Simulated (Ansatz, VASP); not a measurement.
**Ti: VASP beside Ansatz**

```
Ti
1.0
     0.00000    2.06045    1.99955
     2.06045    0.00000    1.99955
     2.06045    2.06045    0.00000
Ti
1
Direct
  0.00000 0.00000 0.00000
```

Change from the starting cell: strain +0.015 along x and y, -0.015 along z, atoms carried along.

Alike in both runs: task single point; functional PBEsol; k mesh 10 × 10 × 10; occupations gaussian, width 0.15 eV; no spin polarisation.

```csv
,VASP,Ansatz
version,VASP 6.6.1,Ansatz 0.2.0
potentials or method,"VASP PAW PBE potentials, release 64 (Ti_sv), cutoff 520 eV","scalar-relativistic, plane waves, PAW"
valence electrons in the cell,12,12
```

```csv
,VASP,Ansatz,Ansatz less VASP
gap on the k mesh at the Fermi level (eV),none,none,-
pressure (GPa),-2.2,-2.0,+0.26
"traceless stress, the component that is largest in VASP (GPa)",0.79,0.78,-0.005
```

VASP's potentials were made for PBE, not for PBEsol. A gap of «none» marks a metal or a gap that the smearing closes.
